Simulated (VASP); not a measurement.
A run of VASP 6.6.1:

File POSCAR:

```
C
1.0
    0.0000000000      1.7800000000      1.7800000000
    1.7800000000      0.0000000000      1.7800000000
    1.7800000000      1.7800000000      0.0000000000
C
2
Direct
    0.0000000000      0.0000000000      0.0000000000
    0.2500000000      0.2500000000      0.2500000000
```

Contents of INCAR.step1:

```
PREC     = Accurate       # precision mode
ENCUT    = 660            # plane-wave cutoff, eV
ISMEAR   = 0              # smearing method
SIGMA    = 0.1            # smearing width, eV
LREAL    = False          # projectors in reciprocal space
LASPH    = True           # aspherical terms in the spheres
NELM     = 120            # most SCF steps
NBANDS   = 11             # bands
GGA      = PE             # functional
ALGO     = Normal         # electronic algorithm
EDIFF    = 1E-5           # SCF threshold, eV
LWAVE    = True           # write WAVECAR
LCHARG   = False          # write CHGCAR
GGA_COMPAT= False
```

Contents of INCAR.step2:

```
PREC     = Accurate       # precision mode
ENCUT    = 660            # plane-wave cutoff, eV
EDIFF    = 1E-6           # SCF threshold, eV
ISMEAR   = 0              # smearing method
SIGMA    = 0.1            # smearing width, eV
LREAL    = False          # projectors in reciprocal space
LASPH    = True           # aspherical terms in the spheres
NELM     = 120            # most SCF steps
ALGO     = Normal         # electronic algorithm
ISIF     = 2              # what is computed and relaxed
LWAVE    = False          # write WAVECAR
LCHARG   = False          # write CHGCAR
METAGGA  = R2SCAN         # meta-GGA
LMIXTAU  = True         
LUSE_VDW = True         
IVDW_NL  = 2            
BPARAM   = 11.95        
CPARAM   = 0.0093       
NBANDS   = 11             # bands
ISTART   = 1            
GGA_COMPAT= False
```

Contents of KPOINTS:

```
regular mesh
0
Gamma
  8 8 8
```

Potentials or basis: VASP PAW PBE potentials, release 64 (C).

The run is started by

```console
$ cat potpaw_PBE.64/C/POTCAR > POTCAR
$ cp INCAR.step1 INCAR
$ mpirun -np 1 vasp_std > vasp.out
$ cp INCAR.step2 INCAR
$ mpirun -np 1 vasp_std > vasp.out
```

Hardware: 1 thread of Intel Xeon 8259CL (shared host).

Problem. Estimate the wall time of this run.

Solution. Run time: 62 s on 1 thread of Intel Xeon 8259CL (shared host), peak memory 0.21 GiB. Counts: k points 29.
